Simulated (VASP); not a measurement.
# N2 in VASP: single point with PBE

Aim: the single point of N2 with PBE.

All numbers are computed with VASP 6.6.1; they aren't measurements. Logs are shortened: lines on timing, memory, paths and dates and some standing lists are left out, and cuts for length are marked.

## (1) The cell of the first run

The cell holds a molecule in a box, 2 atoms: a = 12.000 Å, b = 12.200 Å, c = 12.400 Å, α = 90.00°, β = 90.00°, γ = 90.00°.

## (2) Single point, PBE

File INCAR:

```
ALGO = Normal ; EDIFF = 1E-6
ENCUT = 520 ; GGA = PE
GGA_COMPAT = False ; ISIF = 2
ISMEAR = 0 ; LASPH = True
LCHARG = True ; LELF = True
LREAL = False ; LVHAR = True
LWAVE = False ; NBANDS = 12
NELM = 120 ; NELMDL = -8
PREC = Accurate ; SIGMA = 0.01
```

File KPOINTS:

```
k-points
0
Gamma
  1 1 1
```

File POSCAR:

```
N
1.0
   12.0000000000      0.0000000000      0.0000000000
    0.0000000000     12.2000000000      0.0000000000
    0.0000000000      0.0000000000     12.4000000000
N
2
Direct
    0.5000000000      0.5000000000      0.4555592528
    0.5000000000      0.5000000000      0.5444407472
```

Potentials or basis: VASP PAW PBE potentials, release 64 (N).

Command:

```bash
> cat potpaw_PBE.64/N/POTCAR > POTCAR
> mpirun -np 1 vasp_gam > vasp.out
```

OUTCAR:

```text
EDIFF = 1E-6
   ENCUT = 520
   GGA = PE
   ISIF = 2
   ISMEAR = 0
   LASPH = True
   LREAL = False
   NELM = 120
   NELMDL = -8
   PREC = Accurate

 ion  position               nearest neighbor table
   1  0.500  0.500  0.456-   2 1.10
   2  0.500  0.500  0.544-   1 1.10

  LATTYP: Found a simple orthorhombic cell.
 ALAT       =    12.0000000000
 B/A-ratio  =     1.0166666667
 C/A-ratio  =     1.0333333333

  Lattice vectors:

 A1 = (  12.0000000000,   0.0000000000,   0.0000000000)
 A2 = (   0.0000000000,  12.2000000000,   0.0000000000)
 A3 = (   0.0000000000,   0.0000000000,  12.4000000000)

Analysis of symmetry for initial positions (statically):
=====================================================================
 Subroutine PRICEL returns:
 Original cell was already a primitive cell.

 Routine SETGRP: Setting up the symmetry group for a
 simple orthorhombic supercell.

 Subroutine GETGRP returns: Found  8 space group operations
 (whereof  8 operations were pure point group operations)
 out of a pool of  8 trial point group operations.

The static configuration has the point symmetry D_2h.

Analysis of symmetry for dynamics (positions and initial velocities):
=====================================================================
 Subroutine PRICEL returns:
 Original cell was already a primitive cell.

 Routine SETGRP: Setting up the symmetry group for a
 simple orthorhombic supercell.

 Subroutine GETGRP returns: Found  8 space group operations
 (whereof  8 operations were pure point group operations)
 out of a pool of  8 trial point group operations.

The dynamic configuration has the point symmetry D_2h.

 Subroutine INISYM returns: Found  8 space group operations
 (whereof  8 operations are pure point group operations),
 and found     1 'primitive' translations

----------------------------------------------------------------------------------------

                                     Primitive cell

  volume of cell :    1815.3600

  direct lattice vectors                    reciprocal lattice vectors
    12.000000000  0.000000000  0.000000000     0.083333333  0.000000000  0.000000000
     0.000000000 12.200000000  0.000000000     0.000000000  0.081967213  0.000000000
     0.000000000  0.000000000 12.400000000     0.000000000  0.000000000  0.080645161

  length of vectors
    12.000000000 12.200000000 12.400000000     0.083333333  0.081967213  0.080645161

  position of ions in fractional coordinates (direct lattice)
[... 55 lines left out ...]
   EDIFF  = 0.1E-05   stopping-criterion for ELM
   LREAL  =      F    real-space projection
   EDIFFG = 0.1E-04   stopping-criterion for IOM
   NSW    =      0    number of steps for IOM
   IBRION =     -1    ionic relax: 0-MD 1-quasi-New 2-CG
   NFREE  =      0    steps in history (QN), initial steepest desc. (CG)
   ISIF   =      2    stress and relaxation
   ISYM   =      2    0-nonsym 1-usesym 2-fastsym
   POTIM  = 0.5000    time-step for ionic-motion
   TEBEG  =    0.0;   TEEND  =   0.0 temperature during run
   PSTRESS=    0.0 pullay stress
   NELECT =      10.0000    total number of electrons
   NUPDOWN=      -1.0000    fix difference up-down
   EMIN   =  10.00;   EMAX   =-10.00  energy-range for DOS
   EFERMI =   0.00;   METHOD = LEGACY
   ISMEAR =     0;   SIGMA  =   0.01  broadening in eV -4-tet -1-fermi 0-gaus
   EFERMI_NEDOS =   21; number of points for ismear=-14 and -15
   IALGO  =     38    algorithm
   IMIX   =      4    mixing-type and parameters
     AMIX     =   0.40;   BMIX     =  1.00
     AMIX_MAG =   1.60;   BMIX_MAG =  1.00
  volume/ion in A,a.u.               =     907.68      6125.33
  Fermi-wavevector in a.u.,A,eV,Ry     =   0.289126  0.546369  1.137364  0.083594
  Thomas-Fermi vector in A             =   1.146562
   LORBIT       =      0    0 simple, 1 ext, 2 COOP (PROOUT), +10 PAW based schemes
   GGA     = PE    functional components
   LHFCALC =     F    Hartree Fock is set to
   AEXX    =    0.0000 exact exchange contribution
   IVDW    =     0    specifies the selected vdW correction
   LEPSILON=     F    determine dielectric tensor
   LRPA    =     F    only Hartree local field effects (RPA)
 non-spin polarized calculation
 Gauss-broadening in eV      SIGMA  =   0.01
  energy-cutoff  :      520.00
  volume of cell :     1815.36
 maximum number of plane-waves:     24454
 NGX is ok and might be reduce to    90
   NGX = 45   NGY = 45   NGZ = 47

 number of electron      10.0000000 magnetization

 Free energy of the ion-electron system (eV)
  ---------------------------------------------------
  ext. energy  EPLUGINS =         0.00000000
  ---------------------------------------------------
  free energy    TOTEN  =       -16.64242560 eV

  energy without entropy =      -16.64242560  energy(sigma->0) =      -16.64242560

 E-fermi : -10.0923     XC(G=0):  -0.3540

 val. band max:      -10.1382161300   @ k =   0.0000   0.0000   0.0000
 cond. band min:      -1.9390093299   @ k =   0.0000   0.0000   0.0000
 fundamental gap:      8.1992068001
 Fermi energy:       -10.0923190448

 k-point     1 :       0.0000    0.0000    0.0000
  band No.  band energies     occupation
      1     -28.2929      2.00000
      2     -13.4044      2.00000
      3     -11.5603      2.00000
      4     -11.5602      2.00000
      5     -10.1382      2.00000
      6      -1.9390      0.00000
      7      -1.9390      0.00000
      8      -0.1615      0.00000
      9       0.7477      0.00000
     10       0.7737      0.00000
     11       0.7774      0.00000
     12       0.8008      0.00000

------------------------ aborting loop because EDIFF is reached ----------------------------------------

  FORCE on cell =-STRESS in cart. coord.  units (eV):
  Direction    XX          YY          ZZ          XY          YZ          ZX
  --------------------------------------------------------------------------------------
  -------------------------------------------------------------------------------------
  Total       -0.0568460     -0.0558050      1.8357182      0.0000000      0.0000000      0.0000000
  in kB       -0.0501704     -0.0492516      1.6201448      0.0000000      0.0000000      0.0000000
  external PRESSURE =       0.5069076 kB  Pullay stress =       0.0000000 kB

 VOLUME and BASIS-vectors are now :
 -----------------------------------------------------------------------------
  energy-cutoff  :      520.00
  volume of cell :     1815.36
      direct lattice vectors                 reciprocal lattice vectors
    12.000000000  0.000000000  0.000000000     0.083333333  0.000000000  0.000000000
     0.000000000 12.200000000  0.000000000     0.000000000  0.081967213  0.000000000
     0.000000000  0.000000000 12.400000000     0.000000000  0.000000000  0.080645161

 POSITION                                       TOTAL-FORCE (eV/Angst)
 -----------------------------------------------------------------------------------
      6.00000      6.10000      5.64893         0.000000     -0.000000     -1.742421
      6.00000      6.10000      6.75107         0.000000      0.000000      1.742421
 -----------------------------------------------------------------------------------
    total drift:                                0.000000     -0.000000      0.000000

  FREE ENERGIE OF THE ION-ELECTRON SYSTEM (eV)
  ---------------------------------------------------
  free  energy   TOTEN  =       -16.6424255961 eV

  energy  without entropy=      -16.6424255961  energy(sigma->0) =      -16.64242560
```

stdout:

```text
POSCAR found type information on POSCAR N
 POSCAR found :  1 types and       2 ions
 scaLAPACK will be used
 LDA part: xc-table for (Slater+PW92), standard interpolation
 POSCAR, INCAR and KPOINTS ok, starting setup
 FFT: planning ... GRIDC
 FFT: planning ... GRID_SOFT
 FFT: planning ... GRID
 WAVECAR not read
 entering main loop
```

It took 2.6 min on 1 thread of Intel Xeon Platinum 8488C (Sapphire Rapids), shared host; peak memory 1.1 GiB.

Results:

* Free energy: -16.6424 eV
* Largest force: 1.742 eV/Å
* Gap between the frontier levels: 8.20 eV

Forces on the atoms (eV/Å):
```
N    0.000  0.000 -1.742
N    0.000  0.000  1.742
```

Levels at points of the mesh, in eV from the valence-band top:
```
           k point  band 2  band 3  band 4  band 5  band 6  band 7  band 8  band 9
(0.00, 0.00, 0.00)   -3.27   -1.42   -1.42    0.00    8.20    8.20    9.98   10.89
```

Caveat: the standard files for N, O and F lose accuracy on very short bonds.
